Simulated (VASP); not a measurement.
# PtSe2 (P-3m1) in VASP: a series of runs

PtSe2 is run at these levels: PBEsol; tasks: single point, relaxation of shape and atoms at fixed volume.

Everything below comes from runs of VASP 6.6.1. Logs are shortened: lines on timing, memory, paths and dates and some standing lists are left out, and cuts for length are marked.

## Step 1: The cell of the first run

It takes space group P-3m1 (No. 164, trigonal). Conventional cell: a = 3.724 Å, b = 3.724 Å, c = 5.062 Å, α = 90.00°, β = 90.00°, γ = 120.00°. Pt (site symmetry -3m) has 6 Se at 2.49 Å within 3.3 Å. Se (site symmetry 3m) has 3 Pt at 2.49 Å and 6 Se at 3.32 Å within 3.4 Å.

## Step 2: Single point, PBEsol, collinear spin

File INCAR:

```
SYSTEM = PtSe2
PREC = Accurate
ENCUT = 520
EDIFF = 1E-6
ISMEAR = 0
SIGMA = 0.1
LREAL = .FALSE.
LASPH = .TRUE.
NELM = 150
ALGO = Normal
ISIF = 2
LWAVE = .FALSE.
LCHARG = .TRUE.
ISPIN = 2
MAGMOM = 1 0 0
LORBIT = 11
LMAXMIX = 4
GGA = PS
LELF = .TRUE.
LVHAR = .TRUE.
NBANDS = 22
```

File KPOINTS:

```
regular mesh
0
G
  6 6 4
  0 0 0
```

File POSCAR:

```
PtSe2
1.0
    3.7240000000      0.0000000000      0.0000000000
   -1.8620000000      3.2250786037      0.0000000000
    0.0000000000      0.0000000000      5.0620000000
Pt Se
1 2
Direct
    0.0000000000      0.0000000000      0.0000000000
    0.3333333333      0.6666666667      0.2500000000
    0.6666666667      0.3333333333      0.7500000000
```

Potentials or basis: VASP PAW PBE potentials, release 64 (Pt, Se).

Run with:

```bash
cat potpaw_PBE.64/Pt/POTCAR potpaw_PBE.64/Se/POTCAR > POTCAR
mpirun -np 1 vasp_std > vasp.out
```

OUTCAR:

```text
SYSTEM = PtSe2
   PREC = Accurate
   ENCUT = 520
   EDIFF = 1E-6
   ISMEAR = 0
   LREAL = .FALSE.
   LASPH = .TRUE.
   NELM = 150
   ISIF = 2
   ISPIN = 2
   LORBIT = 11
   GGA = PS

 ion  position               nearest neighbor table
   1  0.000  0.000  0.000-   2 2.49   3 2.49   3 2.49   2 2.49   3 2.49   2 2.49
   2  0.333  0.667  0.250-   1 2.49   1 2.49   1 2.49
   3  0.667  0.333  0.750-   1 2.49   1 2.49   1 2.49

  LATTYP: Found a hexagonal cell.
 ALAT       =     3.7240000000
 C/A-ratio  =     1.3592910849

  Lattice vectors:

 A1 = (   3.7240000000,   0.0000000000,   0.0000000000)
 A2 = (  -1.8620000000,   3.2250786037,   0.0000000000)
 A3 = (   0.0000000000,   0.0000000000,   5.0620000000)

Analysis of symmetry for initial positions (statically):
=====================================================================
 Subroutine PRICEL returns:
 Original cell was already a primitive cell.

 Routine SETGRP: Setting up the symmetry group for a
 hexagonal supercell.

 Subroutine GETGRP returns: Found 12 space group operations
 (whereof 12 operations were pure point group operations)
 out of a pool of 24 trial point group operations.

The static configuration has the point symmetry D_3d.

Analysis of symmetry for dynamics (positions and initial velocities):
=====================================================================
 Subroutine PRICEL returns:
 Original cell was already a primitive cell.

 Routine SETGRP: Setting up the symmetry group for a
 hexagonal supercell.

 Subroutine GETGRP returns: Found 12 space group operations
 (whereof 12 operations were pure point group operations)
 out of a pool of 24 trial point group operations.

The dynamic configuration has the point symmetry D_3d.

Analysis of structural, dynamic, and magnetic symmetry:
=====================================================================
 Subroutine PRICEL returns:
 Original cell was already a primitive cell.

 Routine SETGRP: Setting up the symmetry group for a
 hexagonal supercell.

 Subroutine GETGRP returns: Found 12 space group operations
 (whereof 12 operations were pure point group operations)
 out of a pool of 24 trial point group operations.

The overall configuration has the point symmetry D_3d.

 Subroutine INISYM returns: Found 12 space group operations
 (whereof 12 operations are pure point group operations),
 and found     1 'primitive' translations

----------------------------------------------------------------------------------------

                                     Primitive cell

  volume of cell :      60.7956

  direct lattice vectors                    reciprocal lattice vectors
     3.724000000  0.000000000  0.000000000     0.268528464  0.155034981  0.000000000
    -1.862000000  3.225078604  0.000000000     0.000000000  0.310069962  0.000000000
     0.000000000  0.000000000  5.062000000     0.000000000  0.000000000  0.197550375

  length of vectors
     3.724000000  3.724000000  5.062000000     0.310069962  0.310069962  0.197550375

  position of ions in fractional coordinates (direct lattice)
     0.000000000  0.000000000  0.000000000
     0.333333333  0.666666667  0.250000000
     0.666666667  0.333333333  0.750000000

  ion indices of the primitive-cell ions
   primitive index   ion index
                 1           1
                 2           2
                 3           3

----------------------------------------------------------------------------------------

 KPOINTS: regular mesh

Automatic generation of k-mesh.
 Grid dimensions read from file:
 generate k-points for:    6    6    4

 Generating k-lattice:

  Cartesian coordinates                     Fractional coordinates (reciprocal lattice)
     0.044754744  0.025839163  0.000000000     0.166666667  0.000000000  0.000000000
     0.000000000  0.051678327  0.000000000     0.000000000  0.166666667  0.000000000
     0.000000000  0.000000000  0.049387594     0.000000000  0.000000000  0.250000000

  Length of vectors
     0.051678327  0.051678327  0.049387594

  Shift w.r.t. Gamma in fractional coordinates (k-lattice)
     0.000000000  0.000000000  0.000000000

 Subroutine IBZKPT returns following result:
 ===========================================

 Found     24 irreducible k-points:

 Following reciprocal coordinates:
            Coordinates               Weight
  0.000000  0.000000  0.000000      1.000000
  0.166667  0.000000  0.000000      6.000000
  0.333333 -0.000000  0.000000      6.000000
  0.500000 -0.000000  0.000000      3.000000
  0.166667  0.166667  0.000000      6.000000
  0.333333  0.166667  0.000000     12.000000
[... 16 lines left out ...]
  0.333333  0.166667  0.500000     12.000000
  0.333333  0.333333  0.500000      2.000000
   k-points           NKPTS =     24   k-points in BZ     NKDIM =     24   number of bands    NBANDS=     22
   number of dos      NEDOS =    301   number of ions     NIONS =      3
   total plane-waves  NPLWV =  31360
   dimension x,y,z NGX =    28 NGY =   28 NGZ =   40
   dimension x,y,z NGXF=    56 NGYF=   56 NGZF=   80
   ions per type =               1   2
   NGX,Y,Z   is equivalent  to a cutoff of  12.50, 12.50, 13.14 a.u.
   NGXF,Y,Z  is equivalent  to a cutoff of  25.00, 25.00, 26.27 a.u.
 SYSTEM =  PtSe2
   PREC   = accura    normal or accurate (medium, high low for compatibility)
   ISTART =      0    job   : 0-new  1-cont  2-samecut
   ICHARG =      2    charge: 1-file 2-atom 10-const
   ISPIN  =      2    spin polarized calculation?
   LNONCOLLINEAR =      F non collinear calculations
   LSORBIT =      F    spin-orbit coupling
   LASPH  =      T    aspherical Exc in radial PAW
   ENCUT  =  520.0 eV  38.22 Ry    6.18 a.u.   6.92  6.92  9.41*2*pi/ulx,y,z
   NELM   =    150;   NELMIN=  2; NELMDL= -5     # of ELM steps
   EDIFF  = 0.1E-05   stopping-criterion for ELM
   LREAL  =      F    real-space projection
   EDIFFG = 0.1E-04   stopping-criterion for IOM
   NSW    =      0    number of steps for IOM
   IBRION =     -1    ionic relax: 0-MD 1-quasi-New 2-CG
   NFREE  =      0    steps in history (QN), initial steepest desc. (CG)
   ISIF   =      2    stress and relaxation
   ISYM   =      2    0-nonsym 1-usesym 2-fastsym
   POTIM  = 0.5000    time-step for ionic-motion
   TEBEG  =    0.0;   TEEND  =   0.0 temperature during run
   PSTRESS=    0.0 pullay stress
   NELECT =      22.0000    total number of electrons
   NUPDOWN=      -1.0000    fix difference up-down
   EMIN   =  10.00;   EMAX   =-10.00  energy-range for DOS
   EFERMI =   0.00;   METHOD = LEGACY
   ISMEAR =     0;   SIGMA  =   0.10  broadening in eV -4-tet -1-fermi 0-gaus
   EFERMI_NEDOS =   21; number of points for ismear=-14 and -15
   IALGO  =     38    algorithm
   IMIX   =      4    mixing-type and parameters
     AMIX     =   0.40;   BMIX     =  1.00
     AMIX_MAG =   1.60;   BMIX_MAG =  1.00
  volume/ion in A,a.u.               =      20.27       136.76
  Fermi-wavevector in a.u.,A,eV,Ry     =   1.166608  2.204570 18.517184  1.360975
  Thomas-Fermi vector in A             =   2.303119
   LORBIT       =     11    0 simple, 1 ext, 2 COOP (PROOUT), +10 PAW based schemes
   GGA     = PS    functional components
   LHFCALC =     F    Hartree Fock is set to
   AEXX    =    0.0000 exact exchange contribution
   IVDW    =     0    specifies the selected vdW correction
   LEPSILON=     F    determine dielectric tensor
   LRPA    =     F    only Hartree local field effects (RPA)
 spin polarized calculation
 Gauss-broadening in eV      SIGMA  =   0.10
  energy-cutoff  :      520.00
  volume of cell :       60.80
 maximum number of plane-waves:      1654
   NGX = 13   NGY = 13   NGZ = 19

 number of electron      21.9999999 magnetization      -0.0001766

 number of electron      21.9999999 magnetization       0.0000733

 Free energy of the ion-electron system (eV)
  ---------------------------------------------------
  ext. energy  EPLUGINS =         0.00000000
  ---------------------------------------------------
  free energy    TOTEN  =       -15.88822758 eV

  energy without entropy =      -15.88224475  energy(sigma->0) =      -15.88523617

 E-fermi :   6.3883     XC(G=0): -10.8055

 val. band max:        6.3815585000   @ k =   0.0000   0.1667   0.2500
 cond. band min:       6.3892231637   @ k =   0.3333   0.3333   0.0000
 fundamental gap:      0.0076646637
 Fermi energy:         6.3882877310

 spin component 1

 k-point     1 :       0.0000    0.0000    0.0000
  band No.  band energies     occupation
      1      -9.3420      1.00000
      2      -6.4964      1.00000
      3      -0.8343      1.00000
      4      -0.1091      1.00000
      5      -0.1091      1.00000
      6       2.3746      1.00000
[... 14 lines left out ...]
     21      18.6642      0.00000
     22      18.6643      0.00000
[... 551 lines left out ...]
 k-point    24 :       0.3333    0.3333    0.5000
  band No.  band energies     occupation
      1      -7.2820      1.00000
      2      -7.2820      1.00000
      3      -0.1207      1.00000
      4      -0.1207      1.00000
      5       0.0357      1.00000
      6       1.8677      1.00000
[... 14 lines left out ...]
     21      17.7519      0.00000
     22      19.2279      0.00000
 Fermi energy:         6.3882877310

 spin component 2

 k-point     1 :       0.0000    0.0000    0.0000
  band No.  band energies     occupation
      1      -9.3420      1.00000
      2      -6.4964      1.00000
      3      -0.8342      1.00000
      4      -0.1091      1.00000
      5      -0.1091      1.00000
      6       2.3745      1.00000
[... 14 lines left out ...]
     21      18.6643      0.00000
     22      18.6643      0.00000
[... 552 lines left out ...]
  band No.  band energies     occupation
      1      -7.2820      1.00000
      2      -7.2820      1.00000
      3      -0.1208      1.00000
      4      -0.1208      1.00000
      5       0.0356      1.00000
      6       1.8677      1.00000
[... 14 lines left out ...]
     21      17.7519      0.00000
     22      19.2279      0.00000

------------------------ aborting loop because EDIFF is reached ----------------------------------------

  FORCE on cell =-STRESS in cart. coord.  units (eV):
  Direction    XX          YY          ZZ          XY          YZ          ZX
  --------------------------------------------------------------------------------------
  -------------------------------------------------------------------------------------
  Total        1.0319373      1.0319373      0.4663995      0.0000000      0.0000000      0.0000000
  in kB       27.1951688     27.1951688     12.2912648      0.0000000      0.0000000      0.0000000
  external PRESSURE =      22.2272008 kB  Pullay stress =       0.0000000 kB

 VOLUME and BASIS-vectors are now :
 -----------------------------------------------------------------------------
  energy-cutoff  :      520.00
  volume of cell :       60.80
      direct lattice vectors                 reciprocal lattice vectors
     3.724000000  0.000000000  0.000000000     0.268528464  0.155034981  0.000000000
    -1.862000000  3.225078604  0.000000000     0.000000000  0.310069962  0.000000000
     0.000000000  0.000000000  5.062000000     0.000000000  0.000000000  0.197550375

 POSITION                                       TOTAL-FORCE (eV/Angst)
 -----------------------------------------------------------------------------------
      0.00000      0.00000      0.00000        -0.000000      0.000000      0.000000
     -0.00000      2.15005      1.26550         0.000000     -0.000000      0.345080
      1.86200      1.07503      3.79650        -0.000000      0.000000     -0.345080
 -----------------------------------------------------------------------------------
    total drift:                               -0.000000     -0.000000     -0.000000

  FREE ENERGIE OF THE ION-ELECTRON SYSTEM (eV)
  ---------------------------------------------------
  free  energy   TOTEN  =       -15.8882275815 eV

  energy  without entropy=      -15.8822447539  energy(sigma->0) =      -15.88523617

 total charge

# of ion       s       p       d       tot
------------------------------------------
    1        0.686   0.724   8.044   9.454
    2        1.486   2.228   0.071   3.785
    3        1.486   2.228   0.071   3.785
--------------------------------------------------
tot          3.658   5.179   8.186  17.023

 magnetization (x)

# of ion       s       p       d       tot
------------------------------------------
    1       -0.000  -0.000  -0.000  -0.000
    2       -0.000  -0.000   0.000  -0.000
    3       -0.000  -0.000   0.000  -0.000
--------------------------------------------------
tot         -0.000  -0.000  -0.000  -0.000
```

Wall time 72 s (1 thread of Intel Xeon 8259CL, shared host); peak memory 0.23 GiB.

What came out:

```
Free energy                                           : -15.8882 eV
Pressure                                              : 2.2 GPa
Largest force                                         : 0.345 eV/Å
Band gap on the k mesh                                : zero (filled and empty bands overlap)
Net moment                                            : 0.00 μB per cell
Valence electrons inside the program's atomic spheres : Pt 9.45; Se 3.79
```

Forces in eV/Å, atoms in the order of the input:
```
Pt   0.000  0.000  0.000
Se   0.000  0.000  0.345
Se   0.000  0.000 -0.345
```

Stress tensor (GPa, compression positive):
```
2.72 0.00 0.00
0.00 2.72 0.00
0.00 0.00 1.23
```

Levels at points of the mesh, in eV from the Fermi level:
Spin up:
```csv
k point,band 7,band 8,band 9,band 10,band 11,band 12,band 13,band 14,band 15,band 16
"(0.00, 0.00, 0.00)",-4.01,-2.57,-1.06,-1.06,0.42,1.47,1.47,3.50,4.10,7.22
"(0.50, 0.00, 0.00)",-3.74,-3.56,-3.49,-3.41,-2.98,0.65,2.37,4.74,5.74,6.99
"(0.00, 0.00, 0.50)",-4.04,-2.98,-1.70,-1.49,-1.49,2.32,2.32,4.71,6.27,6.70
"(0.50, 0.00, 0.50)",-3.53,-3.51,-3.22,-2.86,-1.37,0.99,1.52,4.52,4.66,7.09
```
Spin down:
```tsv
k point	band 8	band 9	band 10	band 11	band 12	band 13	band 14	band 15
(0.00, 0.00, 0.00)	-2.57	-1.06	-1.06	0.42	1.47	1.47	3.50	4.10
(0.50, 0.00, 0.00)	-3.56	-3.49	-3.41	-2.98	0.65	2.37	4.74	5.74
(0.00, 0.00, 0.50)	-2.98	-1.70	-1.49	-1.49	2.32	2.32	4.71	6.27
(0.50, 0.00, 0.50)	-3.51	-3.22	-2.86	-1.37	0.99	1.52	4.52	4.66
```

Caveat: the PAW data sets were made with another functional, which shifts forces and pressure a little; spin-orbit coupling is left out, which moves the levels of the heavy elements.

## Step 3: Relaxation of shape and atoms at fixed volume, PBEsol (18.66 Å³/atom)

This run uses another cell than the first one, of 18.66 Å³/atom.

File INCAR:

```
ALGO     = Normal         # electronic algorithm
EDIFF    = 1E-6           # SCF threshold, eV
EDIFFG   = -0.01          # ionic threshold
ENCUT    = 600            # plane-wave cutoff, eV
GGA      = PS             # functional
IBRION   = 2              # ionic algorithm
ISIF     = 4              # what is computed and relaxed
ISMEAR   = 0              # smearing method
LASPH    = True           # aspherical terms in the spheres
LCHARG   = False          # write CHGCAR
LREAL    = False          # projectors in reciprocal space
LWAVE    = False          # write WAVECAR
NELM     = 80             # most SCF steps
NSW      = 50             # ionic steps
PREC     = Accurate       # precision mode
SIGMA    = 0.1            # smearing width, eV
```

File KPOINTS:

```
k-points
0
Gamma
  12 12 8
```

File POSCAR:

```
PtSe2
1.0
    3.7123148095      0.0000000000      0.0000000000
   -1.8561574047      3.2149589318      0.0000000000
    0.0000000000      0.0000000000      4.6915178667
Pt Se
1 2
Direct
    0.0000000000      0.0000000000      0.0000000000
    0.3333333333      0.6666666667      0.2668610778
    0.6666666667      0.3333333333      0.7331389222
```

Potentials or basis: VASP PAW PBE potentials, release 64 (Pt, Se).

Run with:

```bash
cat potpaw_PBE.64/Pt/POTCAR potpaw_PBE.64/Se/POTCAR > POTCAR
mpirun -np 1 vasp_std > vasp.out
```

Wall time 7 min (1 thread of Intel Xeon 8259CL, shared host); peak memory 0.3 GiB.

Results (log left out):

| Property | Result |
| --- | --- |
| Free energy | -15.8643 eV |
| Energy gained by relaxing | 4.4 meV/atom |
| Ionic steps | 6 |
| Pressure after relaxing | 4.4 GPa |
| Band gap on the k mesh | zero (bands 11 and 12 overlap by 0.97 eV) |

Step by step:
```
step  energy change (eV)  largest force (eV/Å)  pressure (GPa)  volume (Å³)
   1              0.0000                0.3582            6.71        55.99
   2             -0.0109                0.1206            5.27        55.99
   3             -0.0127                0.0333            4.39        55.99
   4             -0.0128                0.0256            4.43        55.99
   5             -0.0130                0.0118            4.40        55.99
   6             -0.0131                0.0019            4.38        55.99
```

Final structure:
```
CELL_PARAMETERS angstrom
3.73683 0.00000 0.00000
-1.86842 3.23619 0.00000
0.00000 0.00000 4.63015
ATOMIC_POSITIONS crystal
Pt 0.00000 0.00000 0.00000
Se 0.33333 0.66667 0.27249
Se 0.66667 0.33333 0.72751
```

Levels at points of the mesh, in eV from the Fermi level:
| k point | band 7 | band 8 | band 9 | band 10 | band 11 | band 12 | band 13 | band 14 | band 15 |
| --- | --- | --- | --- | --- | --- | --- | --- | --- | --- |
| (0.00, 0.00, 0.00) | -3.96 | -2.54 | -1.05 | -1.05 | 0.90 | 0.90 | 0.97 | 2.98 | 4.31 |
| (0.50, 0.00, 0.00) | -4.10 | -3.68 | -3.46 | -3.39 | -3.04 | 0.46 | 2.79 | 5.23 | 6.23 |
| (0.00, 0.00, 0.50) | -4.04 | -3.03 | -1.96 | -1.96 | -1.72 | 2.53 | 2.53 | 5.00 | 6.39 |
| (0.50, 0.00, 0.50) | -3.49 | -3.48 | -3.19 | -2.65 | -1.07 | 0.42 | 1.58 | 4.84 | 5.34 |

Caveat: the PAW data sets were made with another functional, which shifts forces and pressure a little; spin-orbit coupling is left out, which moves the levels of the heavy elements.

[end of part 1 of 2]

The gap in the log of VASP goes by the Fermi energy; the results here count the filled bands.